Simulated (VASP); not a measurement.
HgPd, 2 atoms in the cell. It takes space group P4/mmm (No. 123, tetragonal). The conventional cell has a = 3.043 Å, b = 3.043 Å, c = 3.777 Å, α = 90.00°, β = 90.00°, γ = 90.00°. Hg (site symmetry 4/mmm) has 8 Pd at 2.86 Å and 6 Hg at 3.04 to 3.78 Å within 3.8 Å. Pd (site symmetry 4/mmm) has 8 Hg at 2.86 Å and 6 Pd at 3.04 to 3.78 Å within 3.8 Å. 

* Program: VASP 6.6.1
* Task: single point
* Functional: r2SCAN
* Potentials or basis: VASP PAW PBE potentials, release 64 (Hg, Pd)
* Cutoff: 520 eV
* k mesh: 14 × 14 × 12
* Occupations: gaussian, width 0.1 eV
* Spin: no spin polarisation
* Dipole correction: no
* Further INCAR settings: ALGO = Normal; EDIFF = 1e-06; NBANDS = 18

Potentials or basis: VASP PAW PBE potentials, release 64 (Hg, Pd).

Command:

```bash
$ cat potpaw_PBE.64/Hg/POTCAR potpaw_PBE.64/Pd/POTCAR > POTCAR
$ cp INCAR.step1 INCAR
$ mpirun -np 1 vasp_std > vasp.out
$ cp INCAR.step2 INCAR
$ mpirun -np 1 vasp_std > vasp.out
```

Hardware: 1 thread of AMD EPYC 9R45 96-Core Processor (Zen 5), with other jobs on the host.

Problem. Estimate the wall time of this run.

Solution. Wall time 3.8 min on 1 thread of AMD EPYC 9R45 96-Core Processor (Zen 5) (shared host), peak memory 0.25 GiB. Counts: k points 252.
